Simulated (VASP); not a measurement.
Crystal: Cs.

```
Cs
1.0
     0.00000    3.94834    3.94834
     3.94834    0.00000    3.94834
     3.94834    3.94834    0.00000
Cs
1
Direct
  0.00000 0.00000 0.00000
```

```yaml
Program: VASP 6.6.1
Task: relaxation of cell and atoms
Functional: PBE
Dispersion: D4
Potentials_or_basis: VASP PAW PBE potentials, release 64 (Cs_sv)
Cutoff: 600 eV
k_mesh: 6 × 6 × 6
Occupations: fermi-dirac, width 0.05 eV
Spin: no spin polarisation
```

At the start: pressure -0.2 GPa; volume 123.10 Å³/atom.

Task: Where does the relaxation end?

Result: Over 4 steps the energy falls by 4.6 meV/atom and the volume is 113.66 Å³/atom (-7.7 %); space group Fm-3m (No. 225, to 0.05 Å).

The path:
```tsv
step	energy change (eV)	largest force (eV/Å)	pressure (GPa)	volume (Å³)
1	0.0000	0.0000	-0.15	123.10
2	-0.0017	0.0000	-0.12	121.04
3	-0.0045	0.0000	-0.02	114.99
4	-0.0046	0.0000	0.00	113.66
```

Final structure:
```cif
data_structure
_symmetry_space_group_name_H-M 'P 1'
_symmetry_Int_Tables_number 1
_cell_length_a 5.4372
_cell_length_b 5.4372
_cell_length_c 5.4372
_cell_angle_alpha 60.000
_cell_angle_beta 60.000
_cell_angle_gamma 60.000
_cell_volume 113.66
loop_
_atom_site_label
_atom_site_type_symbol
_atom_site_fract_x
_atom_site_fract_y
_atom_site_fract_z
_atom_site_occupancy
Cs1 Cs 0.00000 0.00000 0.00000 1
```

Caveat: pairwise dispersion overbinds metals, which lowers pressure and volume.
